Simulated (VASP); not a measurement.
# Ge (R-3) in VASP: further runs

Runs on Ge. Level: LDA. Tasks: single point.

Program: VASP 6.6.1. These are calculated values, not measurements. Logs are shortened: lines on timing, memory, paths and dates and some standing lists are left out, and cuts for length are marked.

**1. The cell of the first run**

The structure is trigonal, space group R-3 (No. 148). Conventional cell: a = 10.248 Å, b = 10.248 Å, c = 6.087 Å, α = 90.00°, β = 90.00°, γ = 120.00°. Ge (site symmetry 3) has 5 Ge at 2.58 to 3.46 Å within 3.5 Å. Ge (site symmetry 1) has 4 Ge at 2.58 to 2.59 Å within 3.4 Å.

**2. Single point, LDA**

The input, INCAR:

```
SYSTEM = Ge
PREC = Accurate
ENCUT = 520
EDIFF = 1E-6
ISMEAR = 0
SIGMA = 0.15
LREAL = .FALSE.
LASPH = .TRUE.
NELM = 80
ALGO = Fast
ISIF = 2
LWAVE = .FALSE.
LCHARG = .TRUE.
GGA = CA
LVHAR = .TRUE.
NBANDS = 66
KPAR = 4
```

The input, KPOINTS:

```
regular mesh
0
G
  9 9 9
  0 0 0
```

The input, POSCAR:

```
Ge
1.0
    5.1241000000      2.9584005144      2.0290000000
   -5.1241000000      2.9584005144      2.0290000000
    0.0000000000     -5.9168010287      2.0290000000
Ge
8
Direct
    0.7160372198      0.7160372198      0.7160372198
    0.2839627802      0.2839627802      0.2839627802
    0.0289443365      0.7253625346      0.5322921793
    0.5322921793      0.0289443365      0.7253625346
    0.7253625346      0.5322921793      0.0289443365
    0.9710556635      0.2746374654      0.4677078207
    0.4677078207      0.9710556635      0.2746374654
    0.2746374654      0.4677078207      0.9710556635
```

Potentials or basis: VASP PAW LDA potentials, release 64 (Ge_d).

The run is started by

```console
> cat potpaw_LDA.64/Ge_d/POTCAR > POTCAR
> mpirun -np 4 vasp_std > vasp.out
```

OUTCAR:

```text
SYSTEM = Ge
   PREC = Accurate
   ENCUT = 520
   EDIFF = 1E-6
   ISMEAR = 0
   LREAL = .FALSE.
   LASPH = .TRUE.
   NELM = 80
   ISIF = 2
   GGA = CA

 ion  position               nearest neighbor table
   1  0.716  0.716  0.716-   4 2.58   5 2.58   3 2.58   2 2.63
   2  0.284  0.284  0.284-   7 2.58   8 2.58   6 2.58   1 2.63
   3  0.029  0.725  0.532-   1 2.58   6 2.58   5 2.59   4 2.59
   4  0.532  0.029  0.725-   1 2.58   7 2.58   5 2.59   3 2.59
   5  0.725  0.532  0.029-   1 2.58   8 2.58   3 2.59   4 2.59
   6  0.971  0.275  0.468-   2 2.58   3 2.58   8 2.59   7 2.59
   7  0.468  0.971  0.275-   2 2.58   4 2.58   8 2.59   6 2.59
   8  0.275  0.468  0.971-   2 2.58   5 2.58   6 2.59   7 2.59

  LATTYP: Found a trigonal (rhomboedric) cell.
 ALAT       =     6.2550280106
 COS(alpha) =    -0.3421673547

  Lattice vectors:

 A1 = (   5.1241000000,   2.9584005144,   2.0290000000)
 A2 = (  -5.1241000000,   2.9584005144,   2.0290000000)
 A3 = (   0.0000000000,  -5.9168010287,   2.0290000000)

Analysis of symmetry for initial positions (statically):
=====================================================================
 Subroutine PRICEL returns:
 Original cell was already a primitive cell.

 Routine SETGRP: Setting up the symmetry group for a
 trigonal (rhombohedral) supercell.

 Subroutine GETGRP returns: Found  6 space group operations
 (whereof  6 operations were pure point group operations)
 out of a pool of 12 trial point group operations.

The static configuration has the point symmetry S_6 .

Analysis of symmetry for dynamics (positions and initial velocities):
=====================================================================
 Subroutine PRICEL returns:
 Original cell was already a primitive cell.

 Routine SETGRP: Setting up the symmetry group for a
 trigonal (rhombohedral) supercell.

 Subroutine GETGRP returns: Found  6 space group operations
 (whereof  6 operations were pure point group operations)
 out of a pool of 12 trial point group operations.

The dynamic configuration has the point symmetry S_6 .

 Subroutine INISYM returns: Found  6 space group operations
 (whereof  6 operations are pure point group operations),
 and found     1 'primitive' translations

----------------------------------------------------------------------------------------

                                     Primitive cell

  volume of cell :     184.5474

  direct lattice vectors                    reciprocal lattice vectors
     5.124100000  2.958400514  2.029000000     0.097578111  0.056336749  0.164284541
    -5.124100000  2.958400514  2.029000000    -0.097578111  0.056336749  0.164284541
     0.000000000 -5.916801029  2.029000000     0.000000000 -0.112673498  0.164284541

  length of vectors
     6.255028011  6.255028011  6.255028011     0.199210259  0.199210259  0.199210259

  position of ions in fractional coordinates (direct lattice)
     0.716037220  0.716037220  0.716037220
     0.283962780  0.283962780  0.283962780
     0.028944336  0.725362535  0.532292179
     0.532292179  0.028944336  0.725362535
     0.725362535  0.532292179  0.028944336
     0.971055664  0.274637465  0.467707821
     0.467707821  0.971055664  0.274637465
     0.274637465  0.467707821  0.971055664

  ion indices of the primitive-cell ions
   primitive index   ion index
                 1           1
                 2           2
                 3           3
                 4           4
                 5           5
                 6           6
                 7           7
                 8           8

----------------------------------------------------------------------------------------

 KPOINTS: regular mesh

Automatic generation of k-mesh.
 Grid dimensions read from file:
 generate k-points for:    9    9    9

 Generating k-lattice:

  Cartesian coordinates                     Fractional coordinates (reciprocal lattice)
     0.010842012  0.006259639  0.018253838     0.111111111 -0.000000000 -0.000000000
    -0.010842012  0.006259639  0.018253838    -0.000000000  0.111111111 -0.000000000
     0.000000000 -0.012519278  0.018253838     0.000000000  0.000000000  0.111111111

  Length of vectors
     0.022134473  0.022134473  0.022134473

  Shift w.r.t. Gamma in fractional coordinates (k-lattice)
     0.000000000  0.000000000  0.000000000

 Subroutine IBZKPT returns following result:
 ===========================================

 Found    125 irreducible k-points:

 Following reciprocal coordinates:
            Coordinates               Weight
  0.000000  0.000000  0.000000      1.000000
  0.111111  0.000000 -0.000000      6.000000
  0.222222  0.000000 -0.000000      6.000000
  0.333333  0.000000 -0.000000      6.000000
  0.444444  0.000000 -0.000000      6.000000
  0.111111  0.111111 -0.000000      6.000000
[... 16 lines left out ...]
  0.444444  0.222222 -0.000000      6.000000
 -0.444444  0.000000 -0.222222      6.000000
 [... further k-points ...]
   k-points           NKPTS =    125   k-points in BZ     NKDIM =    125   number of bands    NBANDS=     66
   number of dos      NEDOS =    301   number of ions     NIONS =      8
   total plane-waves  NPLWV = 110592
   dimension x,y,z NGX =    48 NGY =   48 NGZ =   48
   dimension x,y,z NGXF=    96 NGYF=   96 NGZF=   96
   ions per type =               8
   NGX,Y,Z   is equivalent  to a cutoff of  12.76, 12.76, 12.76 a.u.
   NGXF,Y,Z  is equivalent  to a cutoff of  25.51, 25.51, 25.51 a.u.
 SYSTEM =  Ge
   PREC   = accura    normal or accurate (medium, high low for compatibility)
   ISTART =      0    job   : 0-new  1-cont  2-samecut
   ICHARG =      2    charge: 1-file 2-atom 10-const
   ISPIN  =      1    spin polarized calculation?
   LNONCOLLINEAR =      F non collinear calculations
   LSORBIT =      F    spin-orbit coupling
   LASPH  =      T    aspherical Exc in radial PAW
   ENCUT  =  520.0 eV  38.22 Ry    6.18 a.u.  11.63 11.63 11.63*2*pi/ulx,y,z
   NELM   =     80;   NELMIN=  2; NELMDL= -5     # of ELM steps
   EDIFF  = 0.1E-05   stopping-criterion for ELM
   LREAL  =      F    real-space projection
   EDIFFG = 0.1E-04   stopping-criterion for IOM
   NSW    =      0    number of steps for IOM
   IBRION =     -1    ionic relax: 0-MD 1-quasi-New 2-CG
   NFREE  =      0    steps in history (QN), initial steepest desc. (CG)
   ISIF   =      2    stress and relaxation
   ISYM   =      2    0-nonsym 1-usesym 2-fastsym
   POTIM  = 0.5000    time-step for ionic-motion
   TEBEG  =    0.0;   TEEND  =   0.0 temperature during run
   PSTRESS=    0.0 pullay stress
   NELECT =     112.0000    total number of electrons
   NUPDOWN=      -1.0000    fix difference up-down
   EMIN   =  10.00;   EMAX   =-10.00  energy-range for DOS
   EFERMI =   0.00;   METHOD = LEGACY
   ISMEAR =     0;   SIGMA  =   0.15  broadening in eV -4-tet -1-fermi 0-gaus
   EFERMI_NEDOS =   21; number of points for ismear=-14 and -15
   IALGO  =     68    algorithm
   IMIX   =      4    mixing-type and parameters
     AMIX     =   0.40;   BMIX     =  1.00
     AMIX_MAG =   1.60;   BMIX_MAG =  1.00
  volume/ion in A,a.u.               =      23.07       155.67
  Fermi-wavevector in a.u.,A,eV,Ry     =   1.386048  2.619251 26.138541  1.921129
  Thomas-Fermi vector in A             =   2.510400
   LORBIT       =      0    0 simple, 1 ext, 2 COOP (PROOUT), +10 PAW based schemes
   GGA     = CA    functional components
   LHFCALC =     F    Hartree Fock is set to
   AEXX    =    0.0000 exact exchange contribution
   IVDW    =     0    specifies the selected vdW correction
   LEPSILON=     F    determine dielectric tensor
   LRPA    =     F    only Hartree local field effects (RPA)
 non-spin polarized calculation
 RMM-DIIS sequential band-by-band and
 Gauss-broadening in eV      SIGMA  =   0.15
  energy-cutoff  :      520.00
  volume of cell :      184.55
 maximum number of plane-waves:      4987
   NGX = 23   NGY = 23   NGZ = 23

 number of electron     112.0000001 magnetization

 Free energy of the ion-electron system (eV)
  ---------------------------------------------------
  ext. energy  EPLUGINS =         0.00000000
  ---------------------------------------------------
  free energy    TOTEN  =       -39.94567161 eV

  energy without entropy =      -39.92822009  energy(sigma->0) =      -39.93694585

 E-fermi :   4.2208     XC(G=0): -10.3755

 val. band max:        4.2159799780   @ k =  -0.3333   0.4444   0.1111
 cond. band min:       4.2223365518   @ k =   0.4444   0.4444   0.3333
 fundamental gap:      0.0063565738
 Fermi energy:         4.2208132061

 k-point     1 :       0.0000    0.0000    0.0000
  band No.  band energies     occupation
      1     -20.4260      2.00000
      2     -20.4260      2.00000
      3     -20.4194      2.00000
      4     -20.4146      2.00000
      5     -20.4146      2.00000
      6     -20.3986      2.00000
[... 58 lines left out ...]
     65       9.1289      0.00000
     66      10.4278      0.00000

 k-point     2 :       0.1111    0.0000   -0.0000
  band No.  band energies     occupation
      1     -20.4261      2.00000
      2     -20.4250      2.00000
      3     -20.4194      2.00000
      4     -20.4149      2.00000
      5     -20.4135      2.00000
      6     -20.3989      2.00000
[... 58 lines left out ...]
     65       9.0018      0.00000
     66       9.7434      0.00000

 k-point     3 :       0.2222    0.0000   -0.0000
  band No.  band energies     occupation
      1     -20.4264      2.00000
      2     -20.4225      2.00000
      3     -20.4190      2.00000
      4     -20.4152      2.00000
      5     -20.4111      2.00000
      6     -20.3988      2.00000
[... 1438 lines left out ...]
     65       8.1800      0.00000
     66       8.7739      0.00000

 k-point    24 :      -0.4444    0.0000   -0.2222
  band No.  band energies     occupation
      1     -20.4259      2.00000
      2     -20.4210      2.00000
      3     -20.4161      2.00000
      4     -20.4141      2.00000
      5     -20.4039      2.00000
      6     -20.3978      2.00000
[... 58 lines left out ...]
     65       8.5071      0.00000
     66       8.7168      0.00000

 [... further k-points ...]

------------------------ aborting loop because EDIFF is reached ----------------------------------------

  FORCE on cell =-STRESS in cart. coord.  units (eV):
  Direction    XX          YY          ZZ          XY          YZ          ZX
  --------------------------------------------------------------------------------------
  -------------------------------------------------------------------------------------
  Total       -9.1771472     -9.1771472     -8.8753558      0.0000000     -0.0000000      0.0000000
  in kB      -79.6728616    -79.6728616    -77.0528119      0.0000000     -0.0000000      0.0000000
  external PRESSURE =     -78.7995117 kB  Pullay stress =       0.0000000 kB

 VOLUME and BASIS-vectors are now :
 -----------------------------------------------------------------------------
  energy-cutoff  :      520.00
  volume of cell :      184.55
      direct lattice vectors                 reciprocal lattice vectors
     5.124100000  2.958400514  2.029000000     0.097578111  0.056336749  0.164284541
    -5.124100000  2.958400514  2.029000000    -0.097578111  0.056336749  0.164284541
     0.000000000 -5.916801029  2.029000000     0.000000000 -0.112673498  0.164284541

 POSITION                                       TOTAL-FORCE (eV/Angst)
 -----------------------------------------------------------------------------------
      0.00000      0.00000      4.35852         0.000000     -0.000000     -0.265061
      0.00000      0.00000      1.72848         0.000000      0.000000      0.265061
     -3.56852     -0.91793      2.61051         0.214026     -0.101224     -0.222886
      2.57920     -2.63146      2.61051        -0.019350      0.235964     -0.222886
      0.98931      3.54939      2.61051        -0.194676     -0.134740     -0.222886
      3.56852      0.91793      3.47649        -0.214026      0.101224      0.222886
     -2.57920      2.63146      3.47649         0.019350     -0.235964      0.222886
     -0.98931     -3.54939      3.47649         0.194676      0.134740      0.222886
 -----------------------------------------------------------------------------------
    total drift:                               -0.000000      0.000000      0.000000

  FREE ENERGIE OF THE ION-ELECTRON SYSTEM (eV)
  ---------------------------------------------------
  free  energy   TOTEN  =       -39.9456716062 eV

  energy  without entropy=      -39.9282200938  energy(sigma->0) =      -39.93694585
```

It took 16 min on 4 MPI ranks of Oxide Virtual Turin-like, shared host; peak memory 0.92 GiB.

What came out:

```
Free energy            : -39.9457 eV
Pressure               : -7.9 GPa
Largest force          : 0.325 eV/Å
Band gap on the k mesh : zero (bands 56 and 57 overlap by 0.57 eV)
```

Forces in eV/Å, atoms in the order of the input:
```
Ge   0.000  0.000 -0.265
Ge   0.000  0.000  0.265
Ge   0.214 -0.101 -0.223
Ge  -0.019  0.236 -0.223
Ge  -0.195 -0.135 -0.223
Ge  -0.214  0.101  0.223
Ge   0.019 -0.236  0.223
Ge   0.195  0.135  0.223
```

Caveat: the cell stands under tension; semilocal functionals underestimate gaps, and a narrow one can read as zero.

(Continued in part 2 of 2.)
